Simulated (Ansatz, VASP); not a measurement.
**One calculation of AlAs, two programs**

The input INCAR:

```
PREC     = Accurate       # precision mode
ENCUT    = 520            # plane-wave cutoff, eV
EDIFF    = 1E-6           # SCF threshold, eV
ISMEAR   = 0              # smearing method
SIGMA    = 0.05           # smearing width, eV
LREAL    = F              # projectors in reciprocal space
LASPH    = T              # aspherical terms in the spheres
NELM     = 100            # most SCF steps
ALGO     = Normal         # electronic algorithm
ISIF     = 2              # what is computed and relaxed
LWAVE    = F              # write WAVECAR
LCHARG   = T              # write CHGCAR
LDIPOL   = T            
IDIPOL   = 3            
DIPOL    = 0.5 0.5 0.500
GGA      = PS             # functional
LELF     = T              # ELF
LVHAR    = T            
LVACPOTAV= T            
NBANDS   = 26             # bands
```

The input KPOINTS:

```
regular mesh
0
Gamma
  7 7 1
```

The input POSCAR:

```
AlAs
1.0
    4.0125456549      0.0000000000      0.0000000000
    0.0000000000      4.0125456549      0.0000000000
    0.0000000000      0.0000000000     24.9305438485
As Al
4 4
Direct
    0.0000000000      0.5000000000      0.3008357959
    0.5000000000      0.0000000000      0.4146439125
    0.0000000000      0.5000000000      0.5284520292
    0.5000000000      0.0000000000      0.6422601458
    0.5000000000      0.5000000000      0.3577398542
    0.0000000000      0.0000000000      0.4715479708
    0.5000000000      0.5000000000      0.5853560875
    0.0000000000      0.0000000000      0.6991642041
```

Input for Ansatz:

```yaml
crystal:
  lattice:
    - [4.0125456549, 0.0, 0.0]
    - [0.0, 4.0125456549, 0.0]
    - [0.0, 0.0, 24.9305438485]
  atoms:
    - { symbol: As, position: [0.0, 0.5, 0.3008357959] }
    - { symbol: Al, position: [0.5, 0.5, 0.3577398542] }
    - { symbol: As, position: [0.5, 0.0, 0.4146439125] }
    - { symbol: Al, position: [0.0, 0.0, 0.4715479708] }
    - { symbol: As, position: [0.0, 0.5, 0.5284520292] }
    - { symbol: Al, position: [0.5, 0.5, 0.5853560875] }
    - { symbol: As, position: [0.5, 0.0, 0.6422601458] }
    - { symbol: Al, position: [0.0, 0.0, 0.6991642041] }
basis:
  ecutwfc: 420
kpoints:
  mp_grid: { grid: [7, 7, 1] }
hamiltonian:
  xc: pbesol
scf:
  occupations: { method: gaussian, width: 0.05 }
output:
  forces: true
  stress: true
  eigenvalues: true
  write_density: true
  write_potential: true
  elf: true
  volumetric_format: npy
efield:
  axis: 3
  dipole_correction: true
  ramp_width: 0.04
```

Alike in both runs: task single point; functional PBEsol; k mesh 7 × 7 × 1; occupations gaussian, width 0.05 eV; no spin polarisation.

```csv
,VASP,Ansatz
version,VASP 6.6.1,Ansatz 0.2.0
potentials or method,"VASP PAW PBE potentials, release 64 (As, Al), cutoff 520 eV","scalar-relativistic, plane waves, PAW"
valence electrons in the cell,32,72
```

VASP gave:

```
gap on the k mesh at the Fermi level (eV)  : none
rms of the force components (eV/Å)         : 0.159
work function, face that differs most (eV) : 6.12
```

Task: Which values does Ansatz return?

Result: gap on the k mesh at the Fermi level (eV): none; rms of the force components (eV/Å): 0.160; work function, face that differs most (eV): 6.12.

VASP's potentials were made for PBE, not for PBEsol. A gap of «none» marks a metal or a gap that the smearing closes. With one functional, cell and mesh, what is left measures potentials, basis and numerics. VASP's potentials hold 32 valence electrons a cell and Ansatz's 72, so a difference there can come from the potentials and not from the codes. Ansatz's warnings: xc potential rough in thin density.
